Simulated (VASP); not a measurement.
A run of VASP 6.6.1 is set up as follows.

File INCAR:

```
SYSTEM = Al
ALGO = Fast
EDIFF = 1E-6
ENCUT = 520
GGA = PS
ISIF = 2
ISMEAR = 0
IVDW = 12
LASPH = .True.
LCHARG = .False.
LREAL = .False.
LWAVE = .False.
NBANDS = 8
NELM = 60
PREC = Accurate
SIGMA = 0.15
```

File KPOINTS:

```
k-points
0
Gamma
  26 26 26
  0 0 0
```

File POSCAR:

```
Al
1.0
    0.0000000000      1.9812776140      2.1794053754
    1.9812776140      0.0000000000      2.1794053754
    1.9812776140      1.9812776140      0.0000000000
Al
1
Direct
    0.0000000000      0.0000000000      0.0000000000
```

Potentials or basis: VASP PAW PBE potentials, release 64 (Al).

The run is started by

```bash
$ cat potpaw_PBE.64/Al/POTCAR > POTCAR
$ mpirun -np 1 vasp_std > vasp.out
```

(1) Estimate the dispersion energy per atom.

(2) What does it give for the pressure?

Answers

(1) -0.306 eV.

(2) -6.4 GPa.

Caveat: the cell differs from its parent crystal (strain +0.1000 x Voigt [0, 0, 1, 0, 0, 0]); the PAW data sets were made with another functional, which shifts forces and pressure a little; pairwise dispersion overbinds metals, which lowers pressure and volume.
